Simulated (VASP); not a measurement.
Ga2BAs3, 6 atoms in the cell. It takes space group P-62m (No. 189, hexagonal). The conventional cell has a = 5.488 Å, b = 5.488 Å, c = 7.226 Å, α = 90.00°, β = 90.00°, γ = 120.00°. Within 3.0 Å of Ga (site symmetry 3m) lie 1 B at 2.17 Å and 1 Ga at 2.88 Å and 3 As at 2.98 Å. B (site symmetry -62m) has 3 As at 2.04 Å and 2 Ga at 2.17 Å within 2.7 Å. Within 2.7 Å of As (site symmetry m2m) lie 1 B at 2.04 Å. The cell was generated, and may not be a known phase.

```yaml
Program: VASP 6.6.1
Task: single point
Functional: PBE
Potentials_or_basis: VASP PAW PBE potentials, release 64 (Ga_d, B, As)
Cutoff: 500 eV
k_mesh: 4 × 4 × 3
Occupations: gaussian, width 0.2 eV
Spin: no spin polarisation
Dipole_correction: no
Further_INCAR_settings: ALGO = Normal; EDIFF = 1e-06; NBANDS = 31
```

Potentials or basis: VASP PAW PBE potentials, release 64 (Ga_d, B, As).

Launch:

```bash
$ cat potpaw_PBE.64/Ga_d/POTCAR potpaw_PBE.64/B/POTCAR potpaw_PBE.64/As/POTCAR > POTCAR
$ mpirun -np 1 vasp_std > vasp.out
```

Hardware: 1 thread of Intel Xeon 8259CL (shared host).

**Question.** Estimate the wall time of this run.

**Answer.** It took 99 s on 1 thread of Intel Xeon 8259CL, on a shared host, peak memory 0.26 GiB. Counts: scf iterations 15, k points 8.
